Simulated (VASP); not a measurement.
# TiC (Fm-3m) in VASP: notebook, part 2 of 2

VASP 6.6.1. Earlier steps stand in the parts before.

### 3 Single point, r2SCAN+D4

This run uses another cell than the first one, of 10.56 Å³/atom, 1.020 times its volume.

File POSCAR:

```
TiC
1.0
    0.0000000000      2.1942184125      2.1942184125
    2.1942184125      0.0000000000      2.1942184125
    2.1942184125      2.1942184125      0.0000000000
Ti C
1 1
Direct
    0.0000000000      0.0000000000      0.0000000000
    0.5000000000      0.5000000000      0.5000000000
```

File INCAR.step1:

```
  PREC = Accurate
  ENCUT = 520
  ISMEAR = -1
  SIGMA = 0.05
  LREAL = F
  LASPH = T
  NELM = 80
  NBANDS = 15
  GGA = PE
  ALGO = Normal
  EDIFF = 1E-4
  LWAVE = T
  LCHARG = F
```

File INCAR.step2:

```
  PREC = Accurate
  ENCUT = 520
  EDIFF = 1E-6
  ISMEAR = -1
  SIGMA = 0.05
  LREAL = F
  LASPH = T
  NELM = 80
  ALGO = Normal
  ISIF = 2
  LWAVE = F
  LCHARG = F
  METAGGA = R2SCAN
  LMIXTAU = T
  IVDW = 13
  VDW_S6 = 1.0
  VDW_S8 = 0.6018749
  VDW_A1 = 0.51559235
  VDW_A2 = 5.77342911
  NBANDS = 15
  ISTART = 1
```

File KPOINTS:

```
regular mesh
0
Gamma
  11 11 11
```

Potentials or basis: VASP PAW PBE potentials, release 64 (Ti_sv, C).

The run is started by

```sh
$ cat potpaw_PBE.64/Ti_sv/POTCAR potpaw_PBE.64/C/POTCAR > POTCAR
$ cp INCAR.step1 INCAR
$ mpirun -np 1 vasp_std > vasp.out
$ cp INCAR.step2 INCAR
$ mpirun -np 1 vasp_std > vasp.out
```

OUTCAR:

```text
PREC = Accurate
   ENCUT = 520
   EDIFF = 1E-6
   ISMEAR = -1
   LREAL = F
   LASPH = T
   NELM = 80
   ISIF = 2
   METAGGA = R2SCAN
   IVDW = 13
   ISTART = 1

 ion  position               nearest neighbor table
   1  0.000  0.000  0.000-   2 2.19   2 2.19   2 2.19   2 2.19   2 2.19   2 2.19
   2  0.500  0.500  0.500-   1 2.19   1 2.19   1 2.19   1 2.19   1 2.19   1 2.19

  LATTYP: Found a face centered cubic cell.
 ALAT       =     4.3884368250

  Lattice vectors:

 A1 = (   0.0000000000,   2.1942184125,   2.1942184125)
 A2 = (   2.1942184125,   0.0000000000,   2.1942184125)
 A3 = (   2.1942184125,   2.1942184125,   0.0000000000)

Analysis of symmetry for initial positions (statically):
=====================================================================
 Subroutine PRICEL returns:
 Original cell was already a primitive cell.

 Routine SETGRP: Setting up the symmetry group for a
 face centered cubic supercell.

 Subroutine GETGRP returns: Found 48 space group operations
 (whereof 48 operations were pure point group operations)
 out of a pool of 48 trial point group operations.

The static configuration has the point symmetry O_h .

Analysis of symmetry for dynamics (positions and initial velocities):
=====================================================================
 Subroutine PRICEL returns:
 Original cell was already a primitive cell.

 Routine SETGRP: Setting up the symmetry group for a
 face centered cubic supercell.

 Subroutine GETGRP returns: Found 48 space group operations
 (whereof 48 operations were pure point group operations)
 out of a pool of 48 trial point group operations.

The dynamic configuration has the point symmetry O_h .

 Subroutine INISYM returns: Found 48 space group operations
 (whereof 48 operations are pure point group operations),
 and found     1 'primitive' translations

----------------------------------------------------------------------------------------

                                     Primitive cell

  volume of cell :      21.1285

  direct lattice vectors                    reciprocal lattice vectors
     0.000000000  2.194218413  2.194218413    -0.227871572  0.227871572  0.227871572
     2.194218413  0.000000000  2.194218413     0.227871572 -0.227871572  0.227871572
     2.194218413  2.194218413  0.000000000     0.227871572  0.227871572 -0.227871572

  length of vectors
     3.103093438  3.103093438  3.103093438     0.394685141  0.394685141  0.394685141

  position of ions in fractional coordinates (direct lattice)
     0.000000000  0.000000000  0.000000000
     0.500000000  0.500000000  0.500000000

  ion indices of the primitive-cell ions
   primitive index   ion index
                 1           1
                 2           2

----------------------------------------------------------------------------------------

 KPOINTS: regular mesh

Automatic generation of k-mesh.
 Grid dimensions read from file:
 generate k-points for:   11   11   11

 Generating k-lattice:

  Cartesian coordinates                     Fractional coordinates (reciprocal lattice)
    -0.020715597  0.020715597  0.020715597     0.090909091  0.000000000  0.000000000
     0.020715597 -0.020715597  0.020715597     0.000000000  0.090909091  0.000000000
     0.020715597  0.020715597 -0.020715597     0.000000000  0.000000000  0.090909091

  Length of vectors
[... 39 lines left out ...]
   total plane-waves  NPLWV =  13824
   dimension x,y,z NGX =    24 NGY =   24 NGZ =   24
   dimension x,y,z NGXF=    48 NGYF=   48 NGZF=   48
   ions per type =               1   1
   NGX,Y,Z   is equivalent  to a cutoff of  12.86, 12.86, 12.86 a.u.
   NGXF,Y,Z  is equivalent  to a cutoff of  25.72, 25.72, 25.72 a.u.
 SYSTEM =  unknown system
   PREC   = accura    normal or accurate (medium, high low for compatibility)
   ISTART =      1    job   : 0-new  1-cont  2-samecut
   ICHARG =      0    charge: 1-file 2-atom 10-const
   ISPIN  =      1    spin polarized calculation?
   LNONCOLLINEAR =      F non collinear calculations
   LSORBIT =      F    spin-orbit coupling
   LASPH  =      T    aspherical Exc in radial PAW
   ENCUT  =  520.0 eV  38.22 Ry    6.18 a.u.   5.77  5.77  5.77*2*pi/ulx,y,z
   NELM   =     80;   NELMIN=  2; NELMDL=  0     # of ELM steps
   EDIFF  = 0.1E-05   stopping-criterion for ELM
   LREAL  =      F    real-space projection
   EDIFFG = 0.1E-04   stopping-criterion for IOM
   NSW    =      0    number of steps for IOM
   IBRION =     -1    ionic relax: 0-MD 1-quasi-New 2-CG
   NFREE  =      0    steps in history (QN), initial steepest desc. (CG)
   ISIF   =      2    stress and relaxation
   ISYM   =      2    0-nonsym 1-usesym 2-fastsym
   POTIM  = 0.5000    time-step for ionic-motion
   TEBEG  =    0.0;   TEEND  =   0.0 temperature during run
   PSTRESS=    0.0 pullay stress
   NELECT =      16.0000    total number of electrons
   NUPDOWN=      -1.0000    fix difference up-down
   EMIN   =  10.00;   EMAX   =-10.00  energy-range for DOS
   EFERMI =   0.00;   METHOD = LEGACY
   ISMEAR =    -1;   SIGMA  =   0.05  broadening in eV -4-tet -1-fermi 0-gaus
   EFERMI_NEDOS =   21; number of points for ismear=-14 and -15
   IALGO  =     38    algorithm
   IMIX   =      4    mixing-type and parameters
     AMIX     =   0.40;   BMIX     =  1.00
     AMIX_MAG =   1.60;   BMIX_MAG =  1.00
  volume/ion in A,a.u.               =      10.56        71.29
  Fermi-wavevector in a.u.,A,eV,Ry     =   1.492193  2.819836 30.295272  2.226640
  Thomas-Fermi vector in A             =   2.604752
   LORBIT       =      0    0 simple, 1 ext, 2 COOP (PROOUT), +10 PAW based schemes
   METAGGA = R2SCAN    functional components
   LHFCALC =     F    Hartree Fock is set to
   AEXX    =    0.0000 exact exchange contribution
   IVDW    =    13    specifies the selected vdW correction
   LEPSILON=     F    determine dielectric tensor
   LRPA    =     F    only Hartree local field effects (RPA)
 non-spin polarized calculation
  energy-cutoff  :      520.00
  volume of cell :       21.13
 maximum number of plane-waves:       578
   NGX = 11   NGY = 11   NGZ = 11

 number of electron      15.9999996 magnetization

 Free energy of the ion-electron system (eV)
  ---------------------------------------------------
  ext. energy  EPLUGINS =         0.00000000
  ---------------------------------------------------
  free energy    TOTEN  =       -24.84694768 eV

  energy without entropy =      -24.84432472  energy(sigma->0) =      -24.84563620

 E-fermi :   9.1142     XC(G=0): -13.3627

 val. band max:        9.1128419057   @ k =   0.1818   0.1818   0.0000
 cond. band min:       9.1558009002   @ k =   0.0909   0.0000   0.0000
 fundamental gap:      0.0429589945
 Fermi energy:         9.1142268753

 k-point     1 :       0.0000    0.0000    0.0000
  band No.  band energies     occupation
      1     -50.0693      2.00000
      2     -25.0648      2.00000
      3     -25.0647      2.00000
      4     -25.0647      2.00000
      5      -3.9843      2.00000
      6       9.8765      0.00000
      7       9.8765      0.00000
      8       9.8765      0.00000
      9      10.6500      0.00000
     10      10.6500      0.00000
     11      10.6500      0.00000
     12      10.6615      0.00000
     13      10.6615      0.00000
     14      19.6424      0.00000
[... 401 lines left out ...]
      2     -25.3069      2.00000
      3     -25.1595      2.00000
      4     -25.0816      2.00000
      5      -2.3116      2.00000
      6       5.6666      2.00000
      7       6.7487      2.00000
      8       7.1132      2.00000
      9      10.7124      0.00000
     10      11.6899      0.00000
     11      12.6502      0.00000
     12      13.3389      0.00000
     13      16.2567      0.00000
     14      21.1116      0.00000
     15      22.7972      0.00000

 [... further k-points ...]

------------------------ aborting loop because EDIFF is reached ----------------------------------------

  DFT-D4 for vdW energy calculation

  Edisp (eV):   -0.19655

  FORCE on cell =-STRESS in cart. coord.  units (eV):
  Direction    XX          YY          ZZ          XY          YZ          ZX
  --------------------------------------------------------------------------------------
  -------------------------------------------------------------------------------------
  Total      -1.42408    -1.42408    -1.42408    -0.00000     0.00000    -0.00000
  in kB    -107.98834  -107.98834  -107.98834    -0.00000     0.00000    -0.00000
  external pressure =     -107.99 kB  Pullay stress =        0.00 kB

 VOLUME and BASIS-vectors are now :
 -----------------------------------------------------------------------------
  energy-cutoff  :      520.00
  volume of cell :       21.13
      direct lattice vectors                 reciprocal lattice vectors
     0.000000000  2.194218413  2.194218413    -0.227871572  0.227871572  0.227871572
     2.194218413  0.000000000  2.194218413     0.227871572 -0.227871572  0.227871572
     2.194218413  2.194218413  0.000000000     0.227871572  0.227871572 -0.227871572

 POSITION                                       TOTAL-FORCE (eV/Angst)
 -----------------------------------------------------------------------------------
      0.00000      0.00000      0.00000        -0.000000     -0.000000     -0.000000
      2.19422      2.19422      2.19422         0.000000      0.000000      0.000000
 -----------------------------------------------------------------------------------
    total drift:                                0.000000     -0.000000     -0.000000

  FREE ENERGIE OF THE ION-ELECTRON SYSTEM (eV)
  ---------------------------------------------------
  free  energy   TOTEN  =       -25.0434993442 eV

  energy  without entropy=      -25.0408763790  energy(sigma->0) =      -25.04218786
```

Wall time 60 s (1 thread of Intel Xeon Platinum 8259CL at 2.50GHz (Skylake/Cascade Lake), shared host); peak memory 0.15 GiB.

What came out:

| Property | Result |
| --- | --- |
| Free energy | -25.0435 eV |
| Pressure | -10.8 GPa |
| Band gap on the k mesh | zero (band 8 reaches 9.88 eV, above the bottom of band 9 at 8.57 eV) |
| Dispersion energy per atom | -0.098 eV |

Caveat: the PAW data sets were made with another functional, which shifts forces and pressure a little; pairwise dispersion overbinds metals, which lowers pressure and volume.

### 4 Single point, r2SCAN+D4

This run uses another cell than the first one, of 10.77 Å³/atom, 1.039 times its volume.

File POSCAR:

```
TiC
1.0
    0.0000000000      2.2081947028      2.2081947028
    2.2081947028      0.0000000000      2.2081947028
    2.2081947028      2.2081947028      0.0000000000
Ti C
1 1
Direct
    0.0000000000      0.0000000000      0.0000000000
    0.5000000000      0.5000000000      0.5000000000
```

File INCAR.step1:

```
SYSTEM = TiC
PREC = Accurate ; ENCUT = 520
ISMEAR = -1 ; SIGMA = 0.05
LREAL = .FALSE. ; LASPH = .TRUE.
NELM = 80 ; NBANDS = 15
GGA = PE ; ALGO = Normal
EDIFF = 1E-4 ; LWAVE = .TRUE.
LCHARG = .FALSE.
```

File INCAR.step2:

```
SYSTEM = TiC
PREC = Accurate ; ENCUT = 520
EDIFF = 1E-6 ; ISMEAR = -1
SIGMA = 0.05 ; LREAL = .FALSE.
LASPH = .TRUE. ; NELM = 80
ALGO = Normal ; ISIF = 2
LWAVE = .FALSE. ; LCHARG = .FALSE.
METAGGA = R2SCAN ; LMIXTAU = .TRUE.
IVDW = 13 ; VDW_S6 = 1.0
VDW_S8 = 0.6018749 ; VDW_A1 = 0.51559235
VDW_A2 = 5.77342911 ; NBANDS = 15
ISTART = 1
```

File KPOINTS:

```
regular mesh
0
G
  11 11 11
  0 0 0
```

The run is started by

```sh
$ cat potpaw_PBE.64/Ti_sv/POTCAR potpaw_PBE.64/C/POTCAR > POTCAR
$ cp INCAR.step1 INCAR
$ mpirun -np 1 vasp_std > vasp.out
$ cp INCAR.step2 INCAR
$ mpirun -np 1 vasp_std > vasp.out
```

Wall time 68 s (1 thread of Intel Xeon Platinum 8259CL at 2.50GHz (Skylake/Cascade Lake), shared host); peak memory 0.15 GiB.

It converged, with:

* Free energy: -25.0112 eV
* Pressure: -14.8 GPa
* Band gap on the k mesh: zero (band 8 reaches 9.65 eV, above the bottom of band 9 at 8.36 eV)
* Dispersion energy per atom: -0.096 eV

Levels at points of the mesh, in eV from the Fermi level:
```csv
k point,band 4,band 5,band 6,band 7,band 8,band 9,band 10,band 11,band 12,band 13
"(0.00, 0.00, 0.00)",-34.25,-13.01,0.75,0.75,0.75,1.50,1.50,1.51,1.51,1.51
```

Caveat: the PAW data sets were made with another functional, which shifts forces and pressure a little; pairwise dispersion overbinds metals, which lowers pressure and volume.

### 5 The runs side by side

| cell | gap on the mesh (eV) | pressure (GPa) |
| --- | --- | --- |
| a = 3.083 Å, angles 60.0°, 2 atoms | none | -6.3 |
| a = 3.103 Å, angles 60.0°, 2 atoms | none | -10.8 |
| a = 3.123 Å, angles 60.0°, 2 atoms | none | -14.8 |

Alike in all rows: task single point; level r2SCAN+D4; potentials or basis VASP PAW PBE potentials, release 64 (Ti_sv, C); no spin polarisation; k mesh 11 × 11 × 11; cutoff (eV) 520; smearing fermi-dirac 0.05 eV.

Caveats: the PAW data sets were made with another functional, which shifts forces and pressure a little; pairwise dispersion overbinds metals, which lowers pressure and volume.

Absolute energies hang on the potentials; compare differences alone.
